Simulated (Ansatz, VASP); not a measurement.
# PbO2: VASP beside Ansatz

```
Pb O
1.0
     4.88429    0.00000    0.00000
     0.00000    4.88429    0.00000
     0.00000    0.00000    3.33753
Pb O
2 4
Direct
  0.00000 0.00000 0.00000
  0.50000 0.50000 0.50000
  0.30604 0.30604 0.00000
  0.19396 0.80604 0.50000
  0.69396 0.69396 0.00000
  0.80604 0.19396 0.50000
```

Alike in both runs: functional r2SCAN; k mesh 7 × 7 × 10; occupations fermi-dirac, width 0.1 eV; no spin polarisation.

Ansatz relaxed the structure, and its values are those at the end. VASP's run is a single point on that final structure, the one shown.

```csv
,VASP,Ansatz
version,VASP 6.6.1,Ansatz 0.2.0
potentials or method,"VASP PAW PBE potentials, release 64 (Pb_d, O), cutoff 520 eV",PAW plane waves
valence electrons in the cell,52,52
```

```tsv
	VASP	Ansatz	Ansatz less VASP
pressure (GPa)	11.6	10.6	-1.00
rms of the force components (eV/Å)	0.008	0.000	-0.0074
```

VASP's potentials were made for PBE, not for r2SCAN. With one functional, cell and mesh, what is left measures potentials, basis and numerics. Ansatz's warnings: stress scf threshold loose.

Neither program's run includes spin-orbit coupling.
